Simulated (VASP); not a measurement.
Input of a VASP 6.6.1 run:

File INCAR:

```
  PREC = Accurate
  ENCUT = 500
  EDIFF = 1E-6
  ISMEAR = -1
  SIGMA = 0.15
  LREAL = F
  LASPH = T
  NELM = 120
  ALGO = Normal
  ISIF = 2
  LWAVE = F
  LCHARG = F
  GGA = PS
  NBANDS = 13
  GGA_COMPAT = F
```

File KPOINTS:

```
regular mesh
0
Gamma
  10 10 10
```

POSCAR

```
Sn
1.0
   -1.8946520000      1.8946520000      1.8946520000
    1.8946520000     -1.8946520000      1.8946520000
    1.8946520000      1.8946520000     -1.8946520000
Sn
1
Direct
    0.0000000000      0.0000000000      0.0000000000
```

Potentials or basis: VASP PAW PBE potentials, release 64 (Sn_d).

The run is started by

```console
$ cat potpaw_PBE.64/Sn_d/POTCAR > POTCAR
$ mpirun -np 1 vasp_std > vasp.out
```

What does it give for the band gap on the k mesh?

Zero (bands 7 and 8 overlap by 10.22 eV).

Predict the pressure.

-2.0 GPa.

Caveat: the PAW data sets were made with another functional, which shifts forces and pressure a little; spin-orbit coupling is left out, which moves the levels of the heavy elements.
